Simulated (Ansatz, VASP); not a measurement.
One calculation of AlN, two programs

INCAR

```
PREC = Accurate
ENCUT = 520
EDIFF = 1E-6
ISMEAR = 0
SIGMA = 0.05
LREAL = F
LASPH = T
NELM = 80
ALGO = Normal
ISIF = 2
LWAVE = F
LCHARG = F
GGA = PE
NBANDS = 16
```

File KPOINTS:

```
regular mesh
0
Gamma
  12 12 6
```

The input POSCAR:

```
AlN
1.0
    3.0050299802      0.0000000000      0.0000000000
   -1.5025149901      2.6024323020      0.0000000000
    0.0000000000      0.0000000000      4.6165412822
Al N
2 2
Direct
    0.3333333333      0.6666666667      0.0017287175
    0.6666666667      0.3333333333      0.5017287175
    0.3333333333      0.6666666667      0.3832712825
    0.6666666667      0.3333333333      0.8832712825
```

Input for Ansatz:

```yaml
crystal:
  lattice:
    - [3.0050299802, 0.0, 0.0]
    - [-1.5025149901, 2.602432302, 0.0]
    - [0.0, 0.0, 4.6165412822]
  atoms:
    - { symbol: Al, position: [0.3333333333, 0.6666666667, 0.0017287175] }
    - { symbol: Al, position: [0.6666666667, 0.3333333333, 0.5017287175] }
    - { symbol: "N", position: [0.3333333333, 0.6666666667, 0.3832712825] }
    - { symbol: "N", position: [0.6666666667, 0.3333333333, 0.8832712825] }
basis:
  ecutwfc: 420
kpoints:
  mp_grid: { grid: [12, 12, 6] }
hamiltonian:
  xc: pbe
scf:
  occupations: { method: gaussian, width: 0.05 }
output:
  forces: true
  stress: true
  eigenvalues: true
```

Change from the starting cell: strain -0.040 along x and y, -0.080 along z, atoms carried along.

Alike in both runs: task single point; functional PBE; k mesh 12 × 12 × 6; occupations gaussian, width 0.05 eV; no spin polarisation.

|  | VASP | Ansatz |
| --- | --- | --- |
| version | VASP 6.6.1 | Ansatz 0.2.0 |
| potentials or method | VASP PAW PBE potentials, release 64 (Al, N), cutoff 520 eV | scalar-relativistic, plane waves, PAW |
| valence electrons in the cell | 16 | 16 |

```tsv
	VASP	Ansatz	Ansatz less VASP
gap on the k mesh at the Fermi level (eV)	5.14	5.15	+0.010
least direct gap on the mesh (eV)	5.39	5.37	-0.018
pressure (GPa)	43.9	43.9	+0.06
traceless stress, the component that is largest in VASP (GPa)	15.82	15.59	-0.226
rms of the force components (eV/Å)	0.672	0.665	-0.0066
```

Atom by atom the forces differ by 0.007 eV/Å (rms over components). Both programs put the cell under a high pressure, so it lies far from rest at this level.
